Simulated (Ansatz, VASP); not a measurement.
# Si: VASP beside Ansatz

```
CELL_PARAMETERS angstrom
0.00000 2.76861 2.76861
2.76861 0.00000 2.76861
2.76861 2.76861 0.00000
ATOMIC_POSITIONS crystal
Si 0.00000 0.00000 0.00000
Si 0.25000 0.25000 0.25000
```

Change from the starting cell: volume scaled by 1.06, ions relaxed.

Alike in both runs: functional PBE; k mesh 14 × 14 × 14; occupations fermi-dirac, width 0.02 eV; no spin polarisation.

Ansatz relaxed the structure, and its values are those at the end. VASP's run is a single point on that final structure, the one shown.

|  | VASP | Ansatz |
| --- | --- | --- |
| version | VASP 6.6.1 | Ansatz 0.2.0 |
| potentials or method | VASP PAW PBE potentials, release 64 (Si) | plane-wave PAW, scalar-relativistic |
| plane-wave cutoff (eV) | 500 | 420 |
| valence electrons in the cell | 8 | 8 |

```tsv
	VASP	Ansatz	Ansatz less VASP
pressure (GPa)	-3.1	-3.0	+0.07
```

With one functional, cell and mesh, what is left measures potentials, basis and numerics. Ansatz's warnings: stress scf threshold loose.
